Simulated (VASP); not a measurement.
Zr: electric field gradients with LDA

Crystal: Zr.

```
CELL_PARAMETERS angstrom
-1.81601 1.81601 1.81601
1.81601 -1.81601 1.81601
1.81601 1.81601 -1.81601
ATOMIC_POSITIONS crystal
Zr 0.00000 0.00000 0.00000
```

This cell differs from its parent crystal: volume scaled by 1.01.

```json
{"Program": "VASP 6.6.1", "Task": "electric field gradients", "Functional": "LDA", "Potentials or basis": "VASP PAW LDA potentials, release 64 (Zr_sv)", "Cutoff": "520 eV", "k mesh": "16 × 16 × 16", "Occupations": "fermi-dirac, width 0.03 eV", "Spin": "no spin polarisation", "Dipole correction": "no", "Further INCAR settings": "ALGO = Normal; EDIFF = 1e-08; NBANDS = 12"}
```

```json
{
 "Pressure": "-10.1 GPa",
 "Band gap on the k mesh": "zero (band 6 reaches 9.26 eV, above the bottom of band 7 at 7.50 eV)"
}
```

Levels at points of the mesh, in eV from the Fermi level:
| k point | band 4 | band 5 | band 6 | band 7 | band 8 | band 9 |
| --- | --- | --- | --- | --- | --- | --- |
| (0.00, 0.00, 0.00) | -25.97 | -5.30 | 1.06 | 1.06 | 1.06 | 3.47 |
| (0.50, 0.00, 0.00) | -25.97 | -2.71 | -0.65 | 1.56 | 3.43 | 4.09 |
| (0.50, 0.50, 0.50) | -26.59 | -2.42 | -2.42 | 5.44 | 5.44 | 5.44 |

Wall time 14 s on 1 thread of Intel(R) Xeon(R) Platinum 8488C (Sapphire Rapids) (shared host), peak memory 0.15 GiB.

Caveat: without QUAD_EFG the Cq values of the log hold for a quadrupole moment of 1 mb, not for the nuclei.
